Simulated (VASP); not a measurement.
# Ag (Pm-3m) in VASP: single point with PBEsol

Aim: the single point of Ag with PBEsol.

All numbers are computed with VASP 6.6.1; they aren't measurements. Logs are shortened: lines on timing, memory, paths and dates and some standing lists are left out, and cuts for length are marked.

## (1) The cell of the first run

Symmetry: Pm-3m, No. 221, cubic system. The conventional cell has a = 3.760 Å, b = 3.760 Å, c = 3.760 Å, α = 90.00°, β = 90.00°, γ = 90.00°. Within 4.9 Å of Ag (site symmetry m-3m) lie 6 Ag at 3.76 Å.

## (2) Single point, PBEsol

The input, INCAR:

```
SYSTEM = Ag
PREC = Accurate
ENCUT = 520
EDIFF = 1E-6
ISMEAR = -1
SIGMA = 0.1
LREAL = .FALSE.
LASPH = .TRUE.
NELM = 60
ALGO = Normal
ISIF = 2
LWAVE = .FALSE.
LCHARG = .TRUE.
GGA = PS
LELF = .TRUE.
LVHAR = .TRUE.
NBANDS = 12
```

The input, KPOINTS:

```
Automatic mesh
0
G
  8 8 8
  0 0 0
```

The input, POSCAR:

```
Ag
1.0
    3.7600000000      0.0000000000      0.0000000000
    0.0000000000      3.7600000000      0.0000000000
    0.0000000000      0.0000000000      3.7600000000
Ag
1
Direct
    0.0000000000      0.0000000000      0.0000000000
```

Potentials or basis: VASP PAW PBE potentials, release 64 (Ag).

Launch:

```sh
cat potpaw_PBE.64/Ag/POTCAR > POTCAR
mpirun -np 1 vasp_std > vasp.out
```

OUTCAR:

```text
SYSTEM = Ag
   PREC = Accurate
   ENCUT = 520
   EDIFF = 1E-6
   ISMEAR = -1
   LREAL = .FALSE.
   LASPH = .TRUE.
   NELM = 60
   ISIF = 2
   GGA = PS

 ion  position               nearest neighbor table
   1  0.000  0.000  0.000-

  LATTYP: Found a simple cubic cell.
 ALAT       =     3.7600000000

  Lattice vectors:

 A1 = (   3.7600000000,   0.0000000000,   0.0000000000)
 A2 = (   0.0000000000,   3.7600000000,   0.0000000000)
 A3 = (   0.0000000000,   0.0000000000,   3.7600000000)

Analysis of symmetry for initial positions (statically):
=====================================================================
 Subroutine PRICEL returns:
 Original cell was already a primitive cell.

 Routine SETGRP: Setting up the symmetry group for a
 simple cubic supercell.

 Subroutine GETGRP returns: Found 48 space group operations
 (whereof 48 operations were pure point group operations)
 out of a pool of 48 trial point group operations.

The static configuration has the point symmetry O_h .

Analysis of symmetry for dynamics (positions and initial velocities):
=====================================================================
 Subroutine PRICEL returns:
 Original cell was already a primitive cell.

 Routine SETGRP: Setting up the symmetry group for a
 simple cubic supercell.

 Subroutine GETGRP returns: Found 48 space group operations
 (whereof 48 operations were pure point group operations)
 out of a pool of 48 trial point group operations.

The dynamic configuration has the point symmetry O_h .

 Subroutine INISYM returns: Found 48 space group operations
 (whereof 48 operations are pure point group operations),
 and found     1 'primitive' translations

----------------------------------------------------------------------------------------

                                     Primitive cell

  volume of cell :      53.1574

  direct lattice vectors                    reciprocal lattice vectors
     3.760000000  0.000000000  0.000000000     0.265957447  0.000000000  0.000000000
     0.000000000  3.760000000  0.000000000     0.000000000  0.265957447  0.000000000
     0.000000000  0.000000000  3.760000000     0.000000000  0.000000000  0.265957447

  length of vectors
     3.760000000  3.760000000  3.760000000     0.265957447  0.265957447  0.265957447

  position of ions in fractional coordinates (direct lattice)
     0.000000000  0.000000000  0.000000000

  ion indices of the primitive-cell ions
   primitive index   ion index
                 1           1

----------------------------------------------------------------------------------------

 KPOINTS: Automatic mesh

Automatic generation of k-mesh.
 Grid dimensions read from file:
 generate k-points for:    8    8    8

 Generating k-lattice:

  Cartesian coordinates                     Fractional coordinates (reciprocal lattice)
     0.033244681  0.000000000  0.000000000     0.125000000  0.000000000  0.000000000
     0.000000000  0.033244681  0.000000000     0.000000000  0.125000000  0.000000000
     0.000000000  0.000000000  0.033244681     0.000000000  0.000000000  0.125000000

  Length of vectors
     0.033244681  0.033244681  0.033244681

  Shift w.r.t. Gamma in fractional coordinates (k-lattice)
     0.000000000  0.000000000  0.000000000

 Subroutine IBZKPT returns following result:
 ===========================================

 Found     35 irreducible k-points:

 Following reciprocal coordinates:
            Coordinates               Weight
  0.000000  0.000000  0.000000      1.000000
  0.125000  0.000000  0.000000      6.000000
  0.250000  0.000000  0.000000      6.000000
  0.375000  0.000000  0.000000      6.000000
  0.500000  0.000000  0.000000      3.000000
  0.125000  0.125000  0.000000     12.000000
[... 16 lines left out ...]
  0.375000  0.375000  0.125000     24.000000
  0.500000  0.375000  0.125000     24.000000
 [... further k-points ...]
   k-points           NKPTS =     35   k-points in BZ     NKDIM =     35   number of bands    NBANDS=     12
   number of dos      NEDOS =    301   number of ions     NIONS =      1
   total plane-waves  NPLWV =  21952
   dimension x,y,z NGX =    28 NGY =   28 NGZ =   28
   dimension x,y,z NGXF=    56 NGYF=   56 NGZF=   56
   ions per type =               1
   NGX,Y,Z   is equivalent  to a cutoff of  12.38, 12.38, 12.38 a.u.
   NGXF,Y,Z  is equivalent  to a cutoff of  24.76, 24.76, 24.76 a.u.
 SYSTEM =  Ag
   PREC   = accura    normal or accurate (medium, high low for compatibility)
   ISTART =      0    job   : 0-new  1-cont  2-samecut
   ICHARG =      2    charge: 1-file 2-atom 10-const
   ISPIN  =      1    spin polarized calculation?
   LNONCOLLINEAR =      F non collinear calculations
   LSORBIT =      F    spin-orbit coupling
   LASPH  =      T    aspherical Exc in radial PAW
   ENCUT  =  520.0 eV  38.22 Ry    6.18 a.u.   6.99  6.99  6.99*2*pi/ulx,y,z
   NELM   =     60;   NELMIN=  2; NELMDL= -5     # of ELM steps
   EDIFF  = 0.1E-05   stopping-criterion for ELM
   LREAL  =      F    real-space projection
   EDIFFG = 0.1E-04   stopping-criterion for IOM
   NSW    =      0    number of steps for IOM
   IBRION =     -1    ionic relax: 0-MD 1-quasi-New 2-CG
   NFREE  =      0    steps in history (QN), initial steepest desc. (CG)
   ISIF   =      2    stress and relaxation
   ISYM   =      2    0-nonsym 1-usesym 2-fastsym
   POTIM  = 0.5000    time-step for ionic-motion
   TEBEG  =    0.0;   TEEND  =   0.0 temperature during run
   PSTRESS=    0.0 pullay stress
   NELECT =      11.0000    total number of electrons
   NUPDOWN=      -1.0000    fix difference up-down
   EMIN   =  10.00;   EMAX   =-10.00  energy-range for DOS
   EFERMI =   0.00;   METHOD = LEGACY
   ISMEAR =    -1;   SIGMA  =   0.10  broadening in eV -4-tet -1-fermi 0-gaus
   EFERMI_NEDOS =   21; number of points for ismear=-14 and -15
   IALGO  =     38    algorithm
   IMIX   =      4    mixing-type and parameters
     AMIX     =   0.40;   BMIX     =  1.00
     AMIX_MAG =   1.60;   BMIX_MAG =  1.00
  volume/ion in A,a.u.               =      53.16       358.72
  Fermi-wavevector in a.u.,A,eV,Ry     =   0.968318  1.829855 12.757356  0.937639
  Thomas-Fermi vector in A             =   2.098277
   LORBIT       =      0    0 simple, 1 ext, 2 COOP (PROOUT), +10 PAW based schemes
   GGA     = PS    functional components
   LHFCALC =     F    Hartree Fock is set to
   AEXX    =    0.0000 exact exchange contribution
   IVDW    =     0    specifies the selected vdW correction
   LEPSILON=     F    determine dielectric tensor
   LRPA    =     F    only Hartree local field effects (RPA)
 non-spin polarized calculation
  energy-cutoff  :      520.00
  volume of cell :       53.16
 maximum number of plane-waves:      1472
 NGX is ok and might be reduce to    28
   NGX = 13   NGY = 13   NGZ = 13

 number of electron      10.9999988 magnetization

 Free energy of the ion-electron system (eV)
  ---------------------------------------------------
  ext. energy  EPLUGINS =         0.00000000
  ---------------------------------------------------
  free energy    TOTEN  =        -1.24598766 eV

  energy without entropy =       -1.22636713  energy(sigma->0) =       -1.23617739

 E-fermi :  -0.6351     XC(G=0):  -6.8287

 val. band max:       -0.6735886228   @ k =   0.5000   0.1250   0.0000
 cond. band min:      -0.5367755406   @ k =   0.5000   0.1250   0.1250
 fundamental gap:      0.1368130821
 Fermi energy:        -0.6350701628

 k-point     1 :       0.0000    0.0000    0.0000
  band No.  band energies     occupation
      1      -3.9767      2.00000
      2      -3.9767      2.00000
      3      -3.4724      2.00000
      4      -3.4724      2.00000
      5      -3.4724      2.00000
      6      -3.1572      2.00000
      7       7.6227      0.00000
      8       7.6227      0.00000
      9       7.6227      0.00000
     10       9.5788      0.00000
     11      10.2361      0.00000
     12      10.2361      0.00000

 k-point     2 :       0.1250    0.0000    0.0000
  band No.  band energies     occupation
      1      -3.9705      2.00000
      2      -3.9330      2.00000
      3      -3.4944      2.00000
      4      -3.4944      2.00000
      5      -3.4705      2.00000
      6      -2.9854      2.00000
      7       5.9448      0.00000
      8       7.8129      0.00000
      9       7.8129      0.00000
     10       9.8921      0.00000
     11      10.3476      0.00000
     12      11.9808      0.00000

 k-point     3 :       0.2500    0.0000    0.0000
  band No.  band energies     occupation
      1      -3.9557      2.00000
      2      -3.8465      2.00000
      3      -3.5468      2.00000
      4      -3.5468      2.00000
      5      -3.4660      2.00000
      6      -2.4474      2.00000
      7       3.7498      0.00000
      8       8.3438      0.00000
      9       8.3438      0.00000
     10      10.2622      0.00000
     11      10.6857      0.00000
     12      14.6280      0.00000

 k-point     4 :       0.3750    0.0000    0.0000
  band No.  band energies     occupation
      1      -3.9408      2.00000
      2      -3.7751      2.00000
      3      -3.5979      2.00000
      4      -3.5979      2.00000
      5      -3.4615      2.00000
      6      -1.5664      1.99982
      7       1.8391      0.00000
      8       9.0583      0.00000
      9       9.0583      0.00000
     10      10.8465      0.00000
     11      11.2489      0.00000
     12      13.4811      0.00000

 k-point     5 :       0.5000    0.0000    0.0000
  band No.  band energies     occupation
      1      -3.9346      2.00000
      2      -3.7480      2.00000
      3      -3.6188      2.00000
      4      -3.6188      2.00000
      5      -3.4596      2.00000
      6      -0.8069      1.69582
      7       0.7343      0.00000
      8       9.4759      0.00000
      9       9.4759      0.00000
     10      11.3532      0.00000
     11      11.7884      0.00000
     12      12.6433      0.00000

 k-point     6 :       0.1250    0.1250    0.0000
  band No.  band energies     occupation
      1      -3.9474      2.00000
      2      -3.9012      2.00000
      3      -3.5224      2.00000
      4      -3.4941      2.00000
      5      -3.4906      2.00000
      6      -2.8143      2.00000
      7       6.1049      0.00000
      8       6.1396      0.00000
      9       8.0036      0.00000
     10      10.2209      0.00000
     11      11.9104      0.00000
     12      12.2119      0.00000

 k-point     7 :       0.2500    0.1250    0.0000
  band No.  band energies     occupation
      1      -3.9267      2.00000
      2      -3.8082      2.00000
      3      -3.5830      2.00000
      4      -3.5443      2.00000
      5      -3.4872      2.00000
      6      -2.2845      2.00000
      7       3.9243      0.00000
      8       6.6304      0.00000
      9       8.5361      0.00000
     10      10.5761      0.00000
     11      11.8796      0.00000
     12      13.3108      0.00000

 k-point     8 :       0.3750    0.1250    0.0000
  band No.  band energies     occupation
      1      -3.9104      2.00000
      2      -3.7283      2.00000
      3      -3.6393      2.00000
      4      -3.5949      2.00000
      5      -3.4822      2.00000
      6      -1.4156      1.99919
      7       2.0162      0.00000
      8       7.3837      0.00000
      9       9.2549      0.00000
     10      10.5612      0.00000
     11      11.2573      0.00000
     12      13.5873      0.00000
[... 166 lines left out ...]
 k-point    20 :       0.2500    0.2500    0.1250
  band No.  band energies     occupation
      1      -3.8274      2.00000
      2      -3.6938      2.00000
      3      -3.6582      2.00000
      4      -3.5737      2.00000
      5      -3.5611      2.00000
      6      -1.6189      1.99989
      7       4.5036      0.00000
      8       4.7027      0.00000
      9       7.3123      0.00000
     10      10.5060      0.00000
     11      12.3234      0.00000
     12      13.1989      0.00000

 k-point    21 :       0.3750    0.2500    0.1250
  band No.  band energies     occupation
      1      -3.8039      2.00000
      2      -3.7276      2.00000
      3      -3.6242      2.00000
      4      -3.5918      2.00000
      5      -3.5508      2.00000
      6      -0.7920      1.65525
      7       2.6930      0.00000
      8       5.3599      0.00000
      9       8.0424      0.00000
     10       8.8730      0.00000
     11      11.3100      0.00000
     12      13.4886      0.00000

 k-point    22 :       0.5000    0.2500    0.1250
  band No.  band energies     occupation
      1      -3.7951      2.00000
      2      -3.7555      2.00000
      3      -3.6462      2.00000
      4      -3.5697      2.00000
      5      -3.5277      2.00000
      6      -0.0990      0.00935
      7       1.6388      0.00000
      8       5.8918      0.00000
      9       7.9636      0.00000
     10       8.6542      0.00000
     11      10.5154      0.00000
     12      13.9952      0.00000

 k-point    23 :       0.3750    0.3750    0.1250
  band No.  band energies     occupation
      1      -3.8111      2.00000
      2      -3.7711      2.00000
      3      -3.6168      2.00000
      4      -3.6135      2.00000
      5      -3.4466      2.00000
      6      -0.0023      0.00357
      7       3.2410      0.00000
      8       3.6243      0.00000
      9       7.1812      0.00000
     10       8.8741      0.00000
     11      11.8916      0.00000
     12      12.2812      0.00000

 k-point    24 :       0.5000    0.3750    0.1250
  band No.  band energies     occupation
      1      -3.8433      2.00000
      2      -3.7611      2.00000
      3      -3.6367      2.00000
      4      -3.6114      2.00000
      5      -3.3918      2.00000
      6       0.6770      0.00000
      7       2.3475      0.00000
      8       3.9317      0.00000
      9       6.4109      0.00000
     10       9.4242      0.00000
     11      11.2497      0.00000
     12      12.7351      0.00000

 [... further k-points ...]
[... 5 lines left out ...]
  --------------------------------------------------------------------------------------
  -------------------------------------------------------------------------------------
  Total       -1.5740810     -1.5740810     -1.5740810     -0.0000000     -0.0000000      0.0000000
  in kB      -47.4432174    -47.4432174    -47.4432174     -0.0000000     -0.0000000      0.0000000
  external PRESSURE =     -47.4432174 kB  Pullay stress =       0.0000000 kB

 VOLUME and BASIS-vectors are now :
 -----------------------------------------------------------------------------
  energy-cutoff  :      520.00
  volume of cell :       53.16
      direct lattice vectors                 reciprocal lattice vectors
     3.760000000  0.000000000  0.000000000     0.265957447  0.000000000  0.000000000
     0.000000000  3.760000000  0.000000000     0.000000000  0.265957447  0.000000000
     0.000000000  0.000000000  3.760000000     0.000000000  0.000000000  0.265957447

 POSITION                                       TOTAL-FORCE (eV/Angst)
 -----------------------------------------------------------------------------------
      0.00000      0.00000      0.00000         0.000000      0.000000      0.000000
 -----------------------------------------------------------------------------------
    total drift:                               -0.000000     -0.000000     -0.000000

  FREE ENERGIE OF THE ION-ELECTRON SYSTEM (eV)
  ---------------------------------------------------
  free  energy   TOTEN  =        -1.2459876565 eV

  energy  without entropy=       -1.2263671291  energy(sigma->0) =       -1.23617739
```

It took 12 s on 1 thread of Intel Xeon Platinum 8375C at 2.90GHz (Ice Lake), shared host; peak memory 0.16 GiB.

What came out:

```yaml
Free_energy: -1.2460 eV
Pressure: -4.7 GPa
```

Caveat: the PAW data sets were made with another functional, which shifts forces and pressure a little.
